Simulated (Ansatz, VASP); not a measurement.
**AlSnH4: VASP beside Ansatz**

```xyz
6
Lattice="3.4069 0.0000 0.0000 0.0000 3.4069 0.0000 0.0000 0.0000 5.7593" Properties=species:S:1:pos:R:3 pbc="T T T"
Al    0.0000    0.0000    0.0000
Sn    1.7034    1.7034    2.8796
H     0.0000    0.0000    3.9924
H     1.7034    0.0000    0.0000
H     0.0000    1.7034    0.0000
H     0.0000    0.0000    1.7668
```

Alike in both runs: task relaxation of cell and atoms; functional PBE; k mesh 12 × 12 × 8; occupations gaussian, width 0.1 eV; no spin polarisation.

```csv
,VASP,Ansatz
version,VASP 6.6.1,Ansatz 0.2.0
potentials or method,"VASP PAW PBE potentials, release 64 (Al, Sn_d, H), cutoff 600 eV","scalar-relativistic, plane waves, PAW"
valence electrons in the cell,21,21
```

Ansatz gave:

* gap on the k mesh at the Fermi level, each at its own relaxed structure (eV): none
* relaxed volume (Å³/atom): 11.20
* relaxed length of the cell vector where the two differ most in proportion (Å): 3.399

**Question.** Estimate VASP's values.

**Answer.** gap on the k mesh at the Fermi level, each at its own relaxed structure (eV): none; relaxed volume (Å³/atom): 11.19; relaxed length of the cell vector where the two differ most in proportion (Å): 3.397.

A gap of «none» marks a metal or a gap that the smearing closes.
